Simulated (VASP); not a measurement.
A run of VASP 6.6.1 is set up as follows.

Contents of POSCAR:

```
InP
1.0
    0.0000000000      2.9509074850      2.9509074850
    2.9509074850      0.0000000000      2.9509074850
    2.9509074850      2.9509074850      0.0000000000
In P
1 1
Direct
    0.0000000000      0.0000000000      0.0000000000
    0.2500000000      0.2500000000      0.2500000000
```

The input INCAR.step1:

```
SYSTEM = InP
ALGO = Normal
EDIFF = 1E-5
ENCUT = 520
GGA = PE
ISIF = 2
ISMEAR = 0
LASPH = .True.
LCHARG = .False.
LREAL = .False.
LWAVE = .True.
NBANDS = 16
NELM = 80
PREC = Accurate
SIGMA = 0.01
```

File INCAR.step2:

```
SYSTEM = InP
ALGO = Normal
EDIFF = 1E-6
ENCUT = 520
GGA = PE
HFSCREEN = 0.2079
ISIF = 2
ISMEAR = 0
ISTART = 1
LASPH = .True.
LCHARG = .False.
LHFCALC = .True.
LREAL = .False.
LWAVE = .False.
NBANDS = 16
NELM = 80
PREC = Accurate
PRECFOCK = Normal
SIGMA = 0.01
```

KPOINTS

```
k-points
0
Gamma
  6 6 6
  0 0 0
```

Potentials or basis: VASP PAW PBE potentials, release 64 (In_d, P).

Command:

```sh
$ cat potpaw_PBE.64/In_d/POTCAR potpaw_PBE.64/P/POTCAR > POTCAR
$ cp INCAR.step1 INCAR
$ mpirun -np 1 vasp_std > vasp.out
$ cp INCAR.step2 INCAR
$ mpirun -np 1 vasp_std > vasp.out
```

Question: Predict the band gap on the k mesh.

Answer: 1.37 eV.

Question: Estimate the pressure.

Answer: -0.2 GPa.

Caveat: the PAW data sets were made with another functional, which shifts forces and pressure a little; spin-orbit coupling is left out, which moves the levels of the heavy elements.
